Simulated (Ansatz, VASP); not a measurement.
**One calculation of GaSb, two programs**

POSCAR

```
GaSb
1.0
    0.0000000000      3.0247512495      3.0247512495
    3.0247512495      0.0000000000      3.0247512495
    3.0247512495      3.0247512495      0.0000000000
Ga Sb
1 1
Direct
    0.0000000000      0.0000000000      0.0000000000
    0.2500000000      0.2500000000      0.2500000000
```

Contents of INCAR.step1:

```
SYSTEM = GaSb
PREC     = Accurate       ! precision mode
ENCUT    = 520            ! plane-wave cutoff, eV
EDIFF    = 1E-5           ! SCF threshold, eV
ISMEAR   = -1             ! smearing method
SIGMA    = 0.1            ! smearing width, eV
LREAL    = .FALSE.        ! projectors in reciprocal space
LASPH    = .TRUE.         ! aspherical terms in the spheres
NELM     = 60             ! most SCF steps
ALGO     = Normal         ! electronic algorithm
ISIF     = 2              ! what is computed and relaxed
LWAVE    = .TRUE.         ! write WAVECAR
NBANDS   = 16             ! bands
GGA      = PE             ! functional
```

INCAR.step2

```
SYSTEM = GaSb
PREC     = Accurate       ! precision mode
ENCUT    = 520            ! plane-wave cutoff, eV
EDIFF    = 1E-6           ! SCF threshold, eV
ISMEAR   = -1             ! smearing method
SIGMA    = 0.1            ! smearing width, eV
LREAL    = .FALSE.        ! projectors in reciprocal space
LASPH    = .TRUE.         ! aspherical terms in the spheres
NELM     = 60             ! most SCF steps
ALGO     = Normal         ! electronic algorithm
ISIF     = 2              ! what is computed and relaxed
LWAVE    = .FALSE.        ! write WAVECAR
LCHARG   = .TRUE.         ! write CHGCAR
GGA      = PE             ! functional
LHFCALC  = .TRUE.         ! exact exchange
HFSCREEN = 0.2079         ! screening, 1/A
PRECFOCK = Normal       
LELF     = .TRUE.         ! ELF
LVHAR    = .TRUE.       
NBANDS   = 16             ! bands
ISTART   = 1
```

Contents of KPOINTS:

```
Automatic mesh
0
G
  4 4 4
  0 0 0
```

Input for Ansatz:

```yaml
crystal:
  lattice:
    - [0.0, 3.024751249541, 3.024751249541]
    - [3.024751249541, 0.0, 3.024751249541]
    - [3.024751249541, 3.024751249541, 0.0]
  atoms:
    - { symbol: Ga, position: [0.0, 0.0, 0.0] }
    - { symbol: Sb, position: [0.25, 0.25, 0.25] }
kpoints:
  mp_grid: { grid: [4, 4, 4] }
hamiltonian:
  xc: hse06
  pseudopotentials:
    kind: paw
    azcp:
      Ga: "pseudopotentials/pbe/paw/ansatz_paw_generated_hard_1/Ga.paw.azcp"
      Sb: "pseudopotentials/pbe/paw/ansatz_paw_generated_hard_1/Sb.paw.azcp"
scf:
  occupations: { method: fermi_dirac, width: 0.1 }
  convergence: { dr2_threshold: "1e-10 eV" }
  exx: { energy_threshold: "2e-8 eV", singularity: regularized }
output:
  forces: true
  stress: true
  eigenvalues: true
```

Alike in both runs: task single point; functional HSE06; k mesh 4 × 4 × 4; occupations fermi-dirac, width 0.1 eV; no spin polarisation.

|  | VASP | Ansatz |
| --- | --- | --- |
| version | VASP 6.6.1 | Ansatz 0.2.0 development build |
| potentials or method | VASP PAW PBE potentials, release 64 (Ga_d, Sb) | plane waves, PAW datasets (generated hard set |
| plane-wave cutoff (eV) | 520 | 700 |
| valence electrons in the cell | 18 | 44 |

```csv
,VASP,Ansatz,Ansatz less VASP
gap on the k mesh at the Fermi level (eV),1.18,1.16,-0.021
```

VASP's potentials hold 18 valence electrons a cell and Ansatz's 44, so a difference there can come from the potentials and not from the codes.

The k mesh is coarse, so the values compare programs but aren't converged. Neither program's run includes spin-orbit coupling.
